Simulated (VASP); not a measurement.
# ZnCu (R-3m) in VASP: further runs

ZnCu is run at these levels: PBEsol; tasks: electric field gradients.

Program: VASP 6.6.1. These are calculated values, not measurements. Logs are shortened: lines on timing, memory, paths and dates and some standing lists are left out, and cuts for length are marked.

## 1. The cell of the first run

Symmetry: R-3m, No. 166, trigonal system. Conventional cell: a = 4.207 Å, b = 4.207 Å, c = 4.999 Å, α = 90.00°, β = 90.00°, γ = 120.00°. Within 3.3 Å of Zn (site symmetry -3m) lie 8 Cu at 2.50 to 2.57 Å and 6 Zn at 2.95 Å. Cu (site symmetry -3m) has 8 Zn at 2.50 to 2.57 Å and 6 Cu at 2.95 Å within 3.3 Å.

## 2. Electric field gradients, PBEsol (equal xy, yz and zx shear strains of -2 %)

INCAR

```
ALGO = Normal ; EDIFF = 1E-8
ENCUT = 520 ; GGA = PS
ISIF = 2 ; ISMEAR = -1
LASPH = T ; LCHARG = F
LEFG = T ; LREAL = F
LWAVE = F ; NBANDS = 18
NELM = 60 ; PREC = Accurate
SIGMA = 0.05
```

KPOINTS

```
k-points
0
Gamma
  14 14 14
```

POSCAR

```
ZnCu
1.0
    2.9450000000     -0.0294500000     -0.0294500000
   -0.0294500000      2.9450000000     -0.0294500000
   -0.0294500000     -0.0294500000      2.9450000000
Zn Cu
1 1
Direct
    0.5000000000      0.5000000000      0.5000000000
    0.0000000000      0.0000000000      0.0000000000
```

Potentials or basis: VASP PAW PBE potentials, release 64 (Zn, Cu).

On the command line:

```console
> cat potpaw_PBE.64/Zn/POTCAR potpaw_PBE.64/Cu/POTCAR > POTCAR
> mpirun -np 1 vasp_std > vasp.out
```

OUTCAR:

```text
EDIFF = 1E-8
   ENCUT = 520
   GGA = PS
   ISIF = 2
   ISMEAR = -1
   LASPH = T
   LREAL = F
   NELM = 60
   PREC = Accurate

 ion  position               nearest neighbor table
   1  0.500  0.500  0.500-   2 2.50   2 2.50   2 2.57   2 2.57   2 2.57   2 2.57   2 2.57   2 2.57

   2  0.000  0.000  0.000-   1 2.50   1 2.50   1 2.57   1 2.57   1 2.57   1 2.57   1 2.57   1 2.57

  LATTYP: Found a trigonal (rhomboedric) cell.
 ALAT       =     2.9452944853
 COS(alpha) =    -0.0198960208

  Lattice vectors:

 A1 = (   2.9450000000,  -0.0294500000,  -0.0294500000)
 A2 = (  -0.0294500000,   2.9450000000,  -0.0294500000)
 A3 = (  -0.0294500000,  -0.0294500000,   2.9450000000)

Analysis of symmetry for initial positions (statically):
=====================================================================
 Subroutine PRICEL returns:
 Original cell was already a primitive cell.

 Routine SETGRP: Setting up the symmetry group for a
 trigonal (rhombohedral) supercell.

 Subroutine GETGRP returns: Found 12 space group operations
 (whereof 12 operations were pure point group operations)
 out of a pool of 12 trial point group operations.

The static configuration has the point symmetry D_3d.

Analysis of symmetry for dynamics (positions and initial velocities):
=====================================================================
 Subroutine PRICEL returns:
 Original cell was already a primitive cell.

 Routine SETGRP: Setting up the symmetry group for a
 trigonal (rhombohedral) supercell.

 Subroutine GETGRP returns: Found 12 space group operations
 (whereof 12 operations were pure point group operations)
 out of a pool of 12 trial point group operations.

The dynamic configuration has the point symmetry D_3d.

 Subroutine INISYM returns: Found 12 space group operations
 (whereof 12 operations are pure point group operations),
 and found     1 'primitive' translations

----------------------------------------------------------------------------------------

                                     Primitive cell

  volume of cell :      25.5343

  direct lattice vectors                    reciprocal lattice vectors
     2.945000000 -0.029450000 -0.029450000     0.339627185  0.003430578  0.003430578
    -0.029450000  2.945000000 -0.029450000     0.003430578  0.339627185  0.003430578
    -0.029450000 -0.029450000  2.945000000     0.003430578  0.003430578  0.339627185

  length of vectors
     2.945294485  2.945294485  2.945294485     0.339661836  0.339661836  0.339661836

  position of ions in fractional coordinates (direct lattice)
     0.500000000  0.500000000  0.500000000
     0.000000000  0.000000000  0.000000000

  ion indices of the primitive-cell ions
   primitive index   ion index
                 1           1
                 2           2

----------------------------------------------------------------------------------------

 KPOINTS: k-points

Automatic generation of k-mesh.
 Grid dimensions read from file:
 generate k-points for:   14   14   14

 Generating k-lattice:

  Cartesian coordinates                     Fractional coordinates (reciprocal lattice)
     0.024259085  0.000245041  0.000245041     0.071428571 -0.000000000 -0.000000000
     0.000245041  0.024259085  0.000245041    -0.000000000  0.071428571 -0.000000000
     0.000245041  0.000245041  0.024259085    -0.000000000 -0.000000000  0.071428571

  Length of vectors
     0.024261560  0.024261560  0.024261560

  Shift w.r.t. Gamma in fractional coordinates (k-lattice)
     0.000000000  0.000000000  0.000000000

 Subroutine IBZKPT returns following result:
 ===========================================

 Found    288 irreducible k-points:

 Following reciprocal coordinates:
            Coordinates               Weight
  0.000000  0.000000  0.000000      1.000000
  0.071429  0.000000  0.000000      6.000000
  0.142857  0.000000  0.000000      6.000000
  0.214286  0.000000  0.000000      6.000000
  0.285714  0.000000  0.000000      6.000000
  0.357143  0.000000  0.000000      6.000000
[... 16 lines left out ...]
  0.214286  0.142857  0.000000     12.000000
  0.285714  0.142857  0.000000     12.000000
 [... further k-points ...]
   k-points           NKPTS =    288   k-points in BZ     NKDIM =    288   number of bands    NBANDS=     18
   number of dos      NEDOS =    301   number of ions     NIONS =      2
   total plane-waves  NPLWV =  13824
   dimension x,y,z NGX =    24 NGY =   24 NGZ =   24
   dimension x,y,z NGXF=    48 NGYF=   48 NGZF=   48
   ions per type =               1   1
   NGX,Y,Z   is equivalent  to a cutoff of  13.55, 13.55, 13.55 a.u.
   NGXF,Y,Z  is equivalent  to a cutoff of  27.09, 27.09, 27.09 a.u.
 SYSTEM =  unknown system
   PREC   = accura    normal or accurate (medium, high low for compatibility)
   ISTART =      0    job   : 0-new  1-cont  2-samecut
   ICHARG =      2    charge: 1-file 2-atom 10-const
   ISPIN  =      1    spin polarized calculation?
   LNONCOLLINEAR =      F non collinear calculations
   LSORBIT =      F    spin-orbit coupling
   LASPH  =      T    aspherical Exc in radial PAW
   ENCUT  =  520.0 eV  38.22 Ry    6.18 a.u.   5.48  5.48  5.48*2*pi/ulx,y,z
   NELM   =     60;   NELMIN=  2; NELMDL= -5     # of ELM steps
   EDIFF  = 0.1E-07   stopping-criterion for ELM
   LREAL  =      F    real-space projection
   EDIFFG = 0.1E-06   stopping-criterion for IOM
   NSW    =      0    number of steps for IOM
   IBRION =     -1    ionic relax: 0-MD 1-quasi-New 2-CG
   NFREE  =      0    steps in history (QN), initial steepest desc. (CG)
   ISIF   =      2    stress and relaxation
   ISYM   =      2    0-nonsym 1-usesym 2-fastsym
   POTIM  = 0.5000    time-step for ionic-motion
   TEBEG  =    0.0;   TEEND  =   0.0 temperature during run
   PSTRESS=    0.0 pullay stress
   NELECT =      23.0000    total number of electrons
   NUPDOWN=      -1.0000    fix difference up-down
   EMIN   =  10.00;   EMAX   =-10.00  energy-range for DOS
   EFERMI =   0.00;   METHOD = LEGACY
   ISMEAR =    -1;   SIGMA  =   0.05  broadening in eV -4-tet -1-fermi 0-gaus
   EFERMI_NEDOS =   21; number of points for ismear=-14 and -15
   IALGO  =     38    algorithm
   IMIX   =      4    mixing-type and parameters
     AMIX     =   0.40;   BMIX     =  1.00
     AMIX_MAG =   1.60;   BMIX_MAG =  1.00
  volume/ion in A,a.u.               =      12.77        86.16
  Fermi-wavevector in a.u.,A,eV,Ry     =   1.581039  2.987730 34.010263  2.499684
  Thomas-Fermi vector in A             =   2.681175
   LORBIT       =      0    0 simple, 1 ext, 2 COOP (PROOUT), +10 PAW based schemes
   GGA     = PS    functional components
   LHFCALC =     F    Hartree Fock is set to
   AEXX    =    0.0000 exact exchange contribution
   IVDW    =     0    specifies the selected vdW correction
   LEPSILON=     F    determine dielectric tensor
   LRPA    =     F    only Hartree local field effects (RPA)
 non-spin polarized calculation
  energy-cutoff  :      520.00
  volume of cell :       25.53
 maximum number of plane-waves:       709
 NGX is ok and might be reduce to    24
   NGX = 11   NGY = 11   NGZ = 11

 number of electron      23.0000009 magnetization

 Free energy of the ion-electron system (eV)
  ---------------------------------------------------
  ext. energy  EPLUGINS =         0.00000000
  ---------------------------------------------------
  free energy    TOTEN  =        -6.07994630 eV

  energy without entropy =       -6.07656433  energy(sigma->0) =       -6.07825532

 E-fermi :   5.3661     XC(G=0): -12.5668

 val. band max:        5.3424073590   @ k =  -0.3571   0.2143   0.1429
 cond. band min:       5.3816345645   @ k =   0.5000   0.5000   0.2143
 fundamental gap:      0.0392272055
 Fermi energy:         5.3661450692

 k-point     1 :       0.0000    0.0000    0.0000
  band No.  band energies     occupation
      1      -5.0021      2.00000
      2      -2.4557      2.00000
      3      -2.4557      2.00000
      4      -1.7965      2.00000
      5      -1.7406      2.00000
      6      -1.7406      2.00000
[... 10 lines left out ...]
     17      17.6325      0.00000
     18      28.2694      0.00000
[... 463 lines left out ...]
 k-point    24 :       0.2857    0.1429    0.0000
  band No.  band energies     occupation
      1      -3.2775      2.00000
      2      -2.2710      2.00000
      3      -2.1229      2.00000
      4      -1.8679      2.00000
      5      -1.8177      2.00000
      6      -1.7518      2.00000
[... 10 lines left out ...]
     17      21.4637      0.00000
     18      22.3674      0.00000

 [... further k-points ...]

------------------------ aborting loop because EDIFF is reached ----------------------------------------

  FORCE on cell =-STRESS in cart. coord.  units (eV):
  Direction    XX          YY          ZZ          XY          YZ          ZX
  --------------------------------------------------------------------------------------
  -------------------------------------------------------------------------------------
  Total       -0.6206590     -0.6206590     -0.6206590      0.3325796      0.3325796      0.3325796
  in kB      -38.9438520    -38.9438520    -38.9438520     20.8680300     20.8680300     20.8680300
  external PRESSURE =     -38.9438520 kB  Pullay stress =       0.0000000 kB

 VOLUME and BASIS-vectors are now :
 -----------------------------------------------------------------------------
  energy-cutoff  :      520.00
  volume of cell :       25.53
      direct lattice vectors                 reciprocal lattice vectors
     2.945000000 -0.029450000 -0.029450000     0.339627185  0.003430578  0.003430578
    -0.029450000  2.945000000 -0.029450000     0.003430578  0.339627185  0.003430578
    -0.029450000 -0.029450000  2.945000000     0.003430578  0.003430578  0.339627185

 POSITION                                       TOTAL-FORCE (eV/Angst)
 -----------------------------------------------------------------------------------
      1.44305      1.44305      1.44305        -0.000000      0.000000     -0.000000
      0.00000      0.00000      0.00000         0.000000     -0.000000      0.000000
 -----------------------------------------------------------------------------------
    total drift:                                0.000000      0.000000     -0.000000

  FREE ENERGIE OF THE ION-ELECTRON SYSTEM (eV)
  ---------------------------------------------------
  free  energy   TOTEN  =        -6.0799462964 eV

  energy  without entropy=       -6.0765643348  energy(sigma->0) =       -6.07825532

 Electric field gradients (V/A^2)
---------------------------------------------------------------------
 ion       V_xx      V_yy      V_zz      V_xy      V_xz      V_yz
---------------------------------------------------------------------
   1      -0.000    -0.000    -0.000    -4.223    -4.223    -4.223
   2       0.000    -0.000     0.000    -2.945    -2.945    -2.945
---------------------------------------------------------------------

 Electric field gradients after diagonalization (V/A^2)
 (convention: |V_zz| > |V_xx| > |V_yy|)
----------------------------------------------------------------------
 ion       V_xx      V_yy      V_zz     asymmetry (V_yy - V_xx)/ V_zz
----------------------------------------------------------------------
   1       4.223     4.223    -8.446       0.000
   2       2.945     2.945    -5.890       0.000
----------------------------------------------------------------------

           NMR quadrupolar parameters

 Cq : quadrupolar parameter    Cq=e*Q*V_zz/h
 eta: asymmetry parameters     (V_yy - V_xx)/ V_zz
 Q  : nuclear electric quadrupole moment in mb (millibarn)
----------------------------------------------------------------------
 ion       Cq(MHz)       eta       Q (mb)
----------------------------------------------------------------------
   1      -0.020       0.000       1.000
   2      -0.014       0.000       1.000
----------------------------------------------------------------------
```

Run time: 43 s. Hardware: 1 thread of Intel Xeon 6975P-C (Granite Rapids), shared host; peak memory 0.25 GiB.

What came out:

| Property | Result |
| --- | --- |
| Free energy | -6.0799 eV |
| Pressure | -3.9 GPa |
| Band gap on the k mesh | zero (an odd number of electrons rules out a gap without spin polarisation) |
| Largest electric field gradient by atom | Zn -8.4; Cu -5.9 V/Å² |

Electric field gradients, principal values (V/Å²):
```tsv
atom	least	middle	greatest (by size)
1 Zn	4.223	4.223	-8.446
2 Cu	2.945	2.945	-5.890
```

Caveat: the cell differs from its parent crystal (equal xy, yz and zx shear strains of -2 %); the cell stands under tension; without QUAD_EFG the Cq values of the log hold for a quadrupole moment of 1 mb, not for the nuclei; the PAW data sets were made with another functional, which shifts forces and pressure a little.

## 3. Electric field gradients, PBEsol (equal xy, yz and zx shear strains of -1 %)

INCAR

```
PREC = Accurate
ENCUT = 520
EDIFF = 1E-8
ISMEAR = -1
SIGMA = 0.05
LREAL = F
LASPH = T
NELM = 100
ALGO = Normal
ISIF = 2
LWAVE = F
LCHARG = F
GGA = PS
LEFG = T
NBANDS = 18
```

KPOINTS

```
regular mesh
0
Gamma
  14 14 14
```

POSCAR

```
ZnCu
1.0
    2.9450000000     -0.0147250000     -0.0147250000
   -0.0147250000      2.9450000000     -0.0147250000
   -0.0147250000     -0.0147250000      2.9450000000
Zn Cu
1 1
Direct
    0.5000000000      0.5000000000      0.5000000000
    0.0000000000      0.0000000000      0.0000000000
```

Potentials or basis: VASP PAW PBE potentials, release 64 (Zn, Cu).

On the command line:

```console
> cat potpaw_PBE.64/Zn/POTCAR potpaw_PBE.64/Cu/POTCAR > POTCAR
> mpirun -np 1 vasp_std > vasp.out
```

OUTCAR:

```text
PREC = Accurate
   ENCUT = 520
   EDIFF = 1E-8
   ISMEAR = -1
   LREAL = F
   LASPH = T
   NELM = 100
   ISIF = 2
   GGA = PS

 ion  position               nearest neighbor table
   1  0.500  0.500  0.500-   2 2.52   2 2.52   2 2.56   2 2.56   2 2.56   2 2.56   2 2.56   2 2.56

   2  0.000  0.000  0.000-   1 2.52   1 2.52   1 2.56   1 2.56   1 2.56   1 2.56   1 2.56   1 2.56

  LATTYP: Found a trigonal (rhomboedric) cell.
 ALAT       =     2.9450736241
 COS(alpha) =    -0.0099745013

  Lattice vectors:

 A1 = (   2.9450000000,  -0.0147250000,  -0.0147250000)
[... 718 lines left out ...]
  free  energy   TOTEN  =        -6.0872538165 eV

  energy  without entropy=       -6.0843031515  energy(sigma->0) =       -6.08577848

 Electric field gradients (V/A^2)
---------------------------------------------------------------------
 ion       V_xx      V_yy      V_zz      V_xy      V_xz      V_yz
---------------------------------------------------------------------
   1      -0.000     0.000    -0.000    -2.081    -2.081    -2.081
   2       0.000    -0.000    -0.000    -1.459    -1.459    -1.459
---------------------------------------------------------------------

 Electric field gradients after diagonalization (V/A^2)
 (convention: |V_zz| > |V_xx| > |V_yy|)
----------------------------------------------------------------------
 ion       V_xx      V_yy      V_zz     asymmetry (V_yy - V_xx)/ V_zz
----------------------------------------------------------------------
   1       2.081     2.081    -4.162       0.000
   2       1.459     1.459    -2.918       0.000
----------------------------------------------------------------------

           NMR quadrupolar parameters

 Cq : quadrupolar parameter    Cq=e*Q*V_zz/h
 eta: asymmetry parameters     (V_yy - V_xx)/ V_zz
 Q  : nuclear electric quadrupole moment in mb (millibarn)
----------------------------------------------------------------------
 ion       Cq(MHz)       eta       Q (mb)
----------------------------------------------------------------------
   1      -0.010       0.000       1.000
   2      -0.007       0.000       1.000
----------------------------------------------------------------------
```

OSZICAR:

```text
N       E                     dE             d eps       ncg     rms          rms(c)
DAV:   1     0.115458913841E+03    0.11546E+03   -0.11295E+04 11064   0.211E+03
DAV:   2    -0.249669634494E+01   -0.11796E+03   -0.11303E+03 10432   0.301E+02
DAV:   3    -0.736169348626E+01   -0.48650E+01   -0.48258E+01 11772   0.765E+01
DAV:   4    -0.740035908260E+01   -0.38666E-01   -0.38652E-01 11946   0.628E+00
DAV:   5    -0.740087132666E+01   -0.51224E-03   -0.51223E-03 11672   0.740E-01    0.103E+01
DAV:   6    -0.724607970623E+01    0.15479E+00   -0.17838E+01 11048   0.100E+02    0.668E+00
DAV:   7    -0.609782395738E+01    0.11483E+01   -0.37607E+00 11178   0.105E+02    0.221E+00
DAV:   8    -0.609693783080E+01    0.88613E-03   -0.18147E-01 14190   0.580E+00    0.124E+00
DAV:   9    -0.608731601834E+01    0.96218E-02   -0.10873E-02 12488   0.220E+00    0.778E-02
DAV:  10    -0.608726441220E+01    0.51606E-04   -0.84812E-04 15736   0.659E-01    0.480E-02
DAV:  11    -0.608725482533E+01    0.95869E-05   -0.10587E-04 12738   0.293E-01    0.108E-02
DAV:  12    -0.608725394506E+01    0.88027E-06   -0.75727E-06 13418   0.557E-02    0.991E-04
DAV:  13    -0.608725382269E+01    0.12236E-06   -0.23297E-07 10814   0.543E-03    0.988E-04
DAV:  14    -0.608725383883E+01   -0.16136E-07   -0.20578E-08  7590   0.368E-03    0.199E-04
DAV:  15    -0.608725381537E+01    0.23465E-07   -0.46429E-09  5618   0.879E-04    0.112E-04
DAV:  16    -0.608725381652E+01   -0.11501E-08   -0.75308E-10  5502   0.528E-04
   1 F= -.60872538E+01 E0= -.60857785E+01  d E =-.295067E-02
```

It took 39 s on 1 thread of Intel Xeon 6975P-C (Granite Rapids), shared host; peak memory 0.25 GiB.

What came out:

```yaml
Free_energy: -6.0873 eV
Pressure: -4.0 GPa
Band_gap_on_the_k_mesh: zero (an odd number of electrons rules out a gap without spin polarisation)
Largest_electric_field_gradient_by_atom: Zn -4.2; Cu -2.9 V/Å²
```

Electric field gradients, principal values (V/Å²):
| atom | least | middle | greatest (by size) |
| --- | --- | --- | --- |
| 1 Zn | 2.081 | 2.081 | -4.162 |
| 2 Cu | 1.459 | 1.459 | -2.918 |

Caveat: the cell differs from its parent crystal (equal xy, yz and zx shear strains of -1 %); the cell stands under tension; without QUAD_EFG the Cq values of the log hold for a quadrupole moment of 1 mb, not for the nuclei; the PAW data sets were made with another functional, which shifts forces and pressure a little.

(Part 1 of 3 ends here.)
